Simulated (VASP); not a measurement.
# HfN (P-6m2) in VASP: further runs

HfN is run at these levels: PBE; tasks: single point, relaxation of cell and atoms.

All numbers are computed with VASP 6.6.1; they aren't measurements. Logs are shortened: lines on timing, memory, paths and dates and some standing lists are left out, and cuts for length are marked.

## Step 1: The cell of the first run

It takes space group P-6m2 (No. 187, hexagonal). The conventional cell has a = 3.060 Å, b = 3.060 Å, c = 2.987 Å, α = 90.00°, β = 90.00°, γ = 120.00°. Within 3.1 Å of Hf (site symmetry -6m2) lie 6 N at 2.31 Å and 8 Hf at 2.99 to 3.06 Å. N (site symmetry -6m2) has 6 Hf at 2.31 Å and 8 N at 2.99 to 3.06 Å within 3.1 Å.

## Step 2: Single point, PBE

The input, INCAR:

```
ALGO = Normal
EDIFF = 1E-6
ENCUT = 520
GGA = PE
ISIF = 2
ISMEAR = 0
LASPH = True
LCHARG = False
LREAL = False
LWAVE = False
NBANDS = 14
NELM = 60
PREC = Accurate
SIGMA = 0.1
```

The input, KPOINTS:

```
k-points
0
Gamma
  6 6 6
```

The input, POSCAR:

```
HfN
1.0
    3.0602806300      0.0000000000      0.0000000000
   -1.5301403100      2.6502807700      0.0000000000
    0.0000000000      0.0000000000      2.9866823300
Hf N
1 1
Direct
    0.0000000000      0.0000000000      0.0000000000
    0.6666666700      0.3333333300      0.5000000000
```

Potentials or basis: VASP PAW PBE potentials, release 64 (Hf_pv, N).

The run is started by

```console
cat potpaw_PBE.64/Hf_pv/POTCAR potpaw_PBE.64/N/POTCAR > POTCAR
mpirun -np 1 vasp_std > vasp.out
```

OUTCAR:

```text
EDIFF = 1E-6
   ENCUT = 520
   GGA = PE
   ISIF = 2
   ISMEAR = 0
   LASPH = True
   LREAL = False
   NELM = 60
   PREC = Accurate

 ion  position               nearest neighbor table
   1  0.000  0.000  0.000-   2 2.31   2 2.31   2 2.31   2 2.31   2 2.31   2 2.31
   2  0.667  0.333  0.500-   1 2.31   1 2.31   1 2.31   1 2.31   1 2.31   1 2.31

  LATTYP: Found a hexagonal cell.
 ALAT       =     3.0602806300
 C/A-ratio  =     0.9759504735

  Lattice vectors:

 A1 = (   3.0602806300,   0.0000000000,   0.0000000000)
 A2 = (  -1.5301403100,   2.6502807700,   0.0000000000)
 A3 = (   0.0000000000,   0.0000000000,   2.9866823300)

Analysis of symmetry for initial positions (statically):
=====================================================================
 Subroutine PRICEL returns:
 Original cell was already a primitive cell.

 Routine SETGRP: Setting up the symmetry group for a
 hexagonal supercell.

 Subroutine GETGRP returns: Found 12 space group operations
 (whereof 12 operations were pure point group operations)
 out of a pool of 24 trial point group operations.

The static configuration has the point symmetry D_3h.

Analysis of symmetry for dynamics (positions and initial velocities):
=====================================================================
 Subroutine PRICEL returns:
 Original cell was already a primitive cell.

 Routine SETGRP: Setting up the symmetry group for a
 hexagonal supercell.

 Subroutine GETGRP returns: Found 12 space group operations
 (whereof 12 operations were pure point group operations)
 out of a pool of 24 trial point group operations.

The dynamic configuration has the point symmetry D_3h.

 Subroutine INISYM returns: Found 12 space group operations
 (whereof 12 operations are pure point group operations),
 and found     1 'primitive' translations

----------------------------------------------------------------------------------------

                                     Primitive cell

  volume of cell :      24.2238

  direct lattice vectors                    reciprocal lattice vectors
     3.060280630  0.000000000  0.000000000     0.326767418  0.188659256  0.000000000
    -1.530140310  2.650280770  0.000000000     0.000000000  0.377318513  0.000000000
     0.000000000  0.000000000  2.986682330     0.000000000  0.000000000  0.334819673

  length of vectors
     3.060280630  3.060280629  2.986682330     0.377318513  0.377318513  0.334819673

  position of ions in fractional coordinates (direct lattice)
     0.000000000  0.000000000  0.000000000
     0.666666670  0.333333330  0.500000000

  ion indices of the primitive-cell ions
   primitive index   ion index
                 1           1
                 2           2

----------------------------------------------------------------------------------------

 KPOINTS: k-points

Automatic generation of k-mesh.
 Grid dimensions read from file:
 generate k-points for:    6    6    6

 Generating k-lattice:

  Cartesian coordinates                     Fractional coordinates (reciprocal lattice)
     0.054461236  0.031443209  0.000000000     0.166666667  0.000000000  0.000000000
     0.000000000  0.062886419  0.000000000     0.000000000  0.166666667  0.000000000
     0.000000000  0.000000000  0.055803279     0.000000000  0.000000000  0.166666667

  Length of vectors
     0.062886419  0.062886419  0.055803279

  Shift w.r.t. Gamma in fractional coordinates (k-lattice)
     0.000000000  0.000000000  0.000000000

 Subroutine IBZKPT returns following result:
 ===========================================

 Found     28 irreducible k-points:

 Following reciprocal coordinates:
            Coordinates               Weight
  0.000000  0.000000  0.000000      1.000000
  0.166667 -0.000000  0.000000      6.000000
  0.333333 -0.000000  0.000000      6.000000
  0.500000 -0.000000  0.000000      3.000000
  0.166667  0.166667  0.000000      6.000000
  0.333333  0.166667  0.000000     12.000000
[... 16 lines left out ...]
  0.166667 -0.000000  0.500000      6.000000
  0.333333 -0.000000  0.500000      6.000000
 [... further k-points ...]
   k-points           NKPTS =     28   k-points in BZ     NKDIM =     28   number of bands    NBANDS=     14
   number of dos      NEDOS =    301   number of ions     NIONS =      2
   total plane-waves  NPLWV =  13824
   dimension x,y,z NGX =    24 NGY =   24 NGZ =   24
   dimension x,y,z NGXF=    48 NGYF=   48 NGZF=   48
   ions per type =               1   1
   NGX,Y,Z   is equivalent  to a cutoff of  13.04, 13.04, 13.36 a.u.
   NGXF,Y,Z  is equivalent  to a cutoff of  26.08, 26.08, 26.72 a.u.
 SYSTEM =  unknown system
   PREC   = accura    normal or accurate (medium, high low for compatibility)
   ISTART =      0    job   : 0-new  1-cont  2-samecut
   ICHARG =      2    charge: 1-file 2-atom 10-const
   ISPIN  =      1    spin polarized calculation?
   LNONCOLLINEAR =      F non collinear calculations
   LSORBIT =      F    spin-orbit coupling
   LASPH  =      T    aspherical Exc in radial PAW
   ENCUT  =  520.0 eV  38.22 Ry    6.18 a.u.   5.69  5.69  5.55*2*pi/ulx,y,z
   NELM   =     60;   NELMIN=  2; NELMDL= -5     # of ELM steps
   EDIFF  = 0.1E-05   stopping-criterion for ELM
   LREAL  =      F    real-space projection
   EDIFFG = 0.1E-04   stopping-criterion for IOM
   NSW    =      0    number of steps for IOM
   IBRION =     -1    ionic relax: 0-MD 1-quasi-New 2-CG
   NFREE  =      0    steps in history (QN), initial steepest desc. (CG)
   ISIF   =      2    stress and relaxation
   ISYM   =      2    0-nonsym 1-usesym 2-fastsym
   POTIM  = 0.5000    time-step for ionic-motion
   TEBEG  =    0.0;   TEEND  =   0.0 temperature during run
   PSTRESS=    0.0 pullay stress
   NELECT =      15.0000    total number of electrons
   NUPDOWN=      -1.0000    fix difference up-down
   EMIN   =  10.00;   EMAX   =-10.00  energy-range for DOS
   EFERMI =   0.00;   METHOD = LEGACY
   ISMEAR =     0;   SIGMA  =   0.10  broadening in eV -4-tet -1-fermi 0-gaus
   EFERMI_NEDOS =   21; number of points for ismear=-14 and -15
   IALGO  =     38    algorithm
   IMIX   =      4    mixing-type and parameters
     AMIX     =   0.40;   BMIX     =  1.00
     AMIX_MAG =   1.60;   BMIX_MAG =  1.00
  volume/ion in A,a.u.               =      12.11        81.74
  Fermi-wavevector in a.u.,A,eV,Ry     =   1.395376  2.636878 26.491546  1.947074
  Thomas-Fermi vector in A             =   2.518834
   LORBIT       =      0    0 simple, 1 ext, 2 COOP (PROOUT), +10 PAW based schemes
   GGA     = PE    functional components
   LHFCALC =     F    Hartree Fock is set to
   AEXX    =    0.0000 exact exchange contribution
   IVDW    =     0    specifies the selected vdW correction
   LEPSILON=     F    determine dielectric tensor
   LRPA    =     F    only Hartree local field effects (RPA)
 non-spin polarized calculation
 Gauss-broadening in eV      SIGMA  =   0.10
  energy-cutoff  :      520.00
  volume of cell :       24.22
 maximum number of plane-waves:       662
 NGX is ok and might be reduce to    24
   NGX = 11   NGY = 11   NGZ = 11

 number of electron      15.0000001 magnetization

 Free energy of the ion-electron system (eV)
  ---------------------------------------------------
  ext. energy  EPLUGINS =         0.00000000
  ---------------------------------------------------
  free energy    TOTEN  =       -20.91527719 eV

  energy without entropy =      -20.90400694  energy(sigma->0) =      -20.90964206

 E-fermi :   6.6749     XC(G=0): -12.4452

 val. band max:        6.6414520258   @ k =   0.3333  -0.0000   0.3333
 cond. band min:       6.7400790585   @ k =   0.3333   0.1667   0.1667
 fundamental gap:      0.0986270327
 Fermi energy:         6.6749123689

 k-point     1 :       0.0000    0.0000    0.0000
  band No.  band energies     occupation
      1     -23.4411      2.00000
      2     -23.4411      2.00000
      3     -23.3486      2.00000
      4      -9.2127      2.00000
      5       3.6848      2.00000
      6       3.6848      2.00000
      7       4.4160      2.00000
      8       4.9882      2.00000
      9       9.2202      0.00000
     10      11.4454      0.00000
     11      11.4454      0.00000
     12      12.6429      0.00000
     13      12.6429      0.00000
     14      19.7956      0.00000

 k-point     2 :       0.1667   -0.0000    0.0000
  band No.  band energies     occupation
      1     -23.7054      2.00000
      2     -23.4969      2.00000
      3     -23.3147      2.00000
      4      -8.7386      2.00000
      5       2.4186      2.00000
      6       4.0100      2.00000
      7       4.4605      2.00000
      8       5.0186      2.00000
      9      10.4237      0.00000
     10      10.9914      0.00000
     11      11.6578      0.00000
     12      12.3714      0.00000
     13      13.0027      0.00000
     14      19.8483      0.00000

 k-point     3 :       0.3333   -0.0000    0.0000
  band No.  band energies     occupation
      1     -24.1978      2.00000
      2     -23.6067      2.00000
      3     -23.2462      2.00000
      4      -7.7683      2.00000
      5       0.8383      2.00000
      6       3.5893      2.00000
      7       4.5704      2.00000
      8       5.4686      2.00000
      9      10.4700      0.00000
     10      11.8800      0.00000
     11      12.5941      0.00000
     12      13.1849      0.00000
     13      13.1996      0.00000
     14      19.8432      0.00000

 k-point     4 :       0.5000   -0.0000    0.0000
  band No.  band energies     occupation
      1     -24.4285      2.00000
      2     -23.6606      2.00000
      3     -23.2116      2.00000
      4      -7.2581      2.00000
      5       0.2440      2.00000
      6       3.2138      2.00000
      7       4.7929      2.00000
      8       5.0794      2.00000
      9      11.6555      0.00000
     10      12.0033      0.00000
     11      13.1111      0.00000
     12      13.4899      0.00000
     13      14.2913      0.00000
     14      18.1523      0.00000

 k-point     5 :       0.1667    0.1667    0.0000
  band No.  band energies     occupation
      1     -24.0316      2.00000
      2     -23.6309      2.00000
      3     -23.2634      2.00000
      4      -8.0096      2.00000
      5       1.3245      2.00000
      6       3.8172      2.00000
      7       4.0906      2.00000
      8       5.8497      2.00000
      9       9.5428      0.00000
     10      11.4351      0.00000
     11      12.5046      0.00000
[... 276 lines left out ...]
 k-point    22 :       0.0000    0.0000    0.5000
  band No.  band energies     occupation
      1     -24.2553      2.00000
      2     -23.3637      2.00000
      3     -23.3637      2.00000
      4      -6.9167      2.00000
      5      -0.9178      2.00000
      6       4.4704      2.00000
      7       4.4704      2.00000
      8       8.2883      0.00000
      9       8.2883      0.00000
     10      10.2513      0.00000
     11      11.4982      0.00000
     12      11.4982      0.00000
     13      14.9768      0.00000
     14      16.6986      0.00000

 k-point    23 :       0.1667   -0.0000    0.5000
  band No.  band energies     occupation
      1     -24.1896      2.00000
      2     -23.5987      2.00000
      3     -23.4151      2.00000
      4      -7.0592      2.00000
      5      -0.1973      2.00000
      6       3.8631      2.00000
      7       3.9426      2.00000
      8       6.9163      0.00064
      9       9.1945      0.00000
     10      11.0221      0.00000
     11      11.7954      0.00000
     12      12.4387      0.00000
     13      16.9036      0.00000
     14      17.4676      0.00000

 k-point    24 :       0.3333   -0.0000    0.5000
  band No.  band energies     occupation
      1     -24.0550      2.00000
      2     -24.0435      2.00000
      3     -23.5162      2.00000
      4      -7.3403      2.00000
      5       0.8934      2.00000
      6       2.6812      2.00000
      7       3.1252      2.00000
      8       6.6065      1.66661
      9      11.3934      0.00000
     10      11.6120      0.00000
     11      13.4915      0.00000
     12      14.1263      0.00000
     13      18.0866      0.00000
     14      19.4410      0.00000

 [... further k-points ...]
[... 5 lines left out ...]
  --------------------------------------------------------------------------------------
  -------------------------------------------------------------------------------------
  Total        0.7098980      0.7098980     -2.6063310      0.0000000      0.0000000     -0.0000000
  in kB       46.9531085     46.9531086   -172.3844086      0.0000001      0.0000000     -0.0000000
  external PRESSURE =     -26.1593972 kB  Pullay stress =       0.0000000 kB

 VOLUME and BASIS-vectors are now :
 -----------------------------------------------------------------------------
  energy-cutoff  :      520.00
  volume of cell :       24.22
      direct lattice vectors                 reciprocal lattice vectors
     3.060280630  0.000000000  0.000000000     0.326767418  0.188659256  0.000000000
    -1.530140310  2.650280770  0.000000000     0.000000000  0.377318513  0.000000000
     0.000000000  0.000000000  2.986682330     0.000000000  0.000000000  0.334819673

 POSITION                                       TOTAL-FORCE (eV/Angst)
 -----------------------------------------------------------------------------------
      0.00000      0.00000      0.00000        -0.000000      0.000000      0.000000
      1.53014      0.88343      1.49334         0.000000      0.000000      0.000000
 -----------------------------------------------------------------------------------
    total drift:                               -0.000010      0.000006     -0.000000

  FREE ENERGIE OF THE ION-ELECTRON SYSTEM (eV)
  ---------------------------------------------------
  free  energy   TOTEN  =       -20.9152771876 eV

  energy  without entropy=      -20.9040069413  energy(sigma->0) =      -20.90964206
```

Wall time 20 s (1 thread of AMD EPYC 7R13, shared host); peak memory 0.11 GiB.

Results:

```yaml
Free_energy: -20.9153 eV
Pressure: -2.6 GPa
```

Stress tensor (GPa, compression positive):
```
  4.70   0.00   0.00
  0.00   4.70   0.00
  0.00   0.00 -17.24
```

Levels at points of the mesh, in eV from the Fermi level:
```csv
k point,band 5,band 6,band 7,band 8,band 9,band 10
"(0.00, 0.00, 0.00)",-2.99,-2.99,-2.26,-1.69,2.55,4.77
"(0.50, 0.00, 0.00)",-6.43,-3.46,-1.88,-1.60,4.98,5.33
"(0.00, 0.00, 0.50)",-7.59,-2.20,-2.20,1.61,1.61,3.58
"(0.50, 0.00, 0.50)",-5.56,-4.54,-3.89,0.73,5.21,6.93
```

Caveat: the k points lie up to 0.40 Å⁻¹ apart; spin-orbit coupling is left out, which moves the levels of the heavy elements.

(Continued in part 2 of 2.)
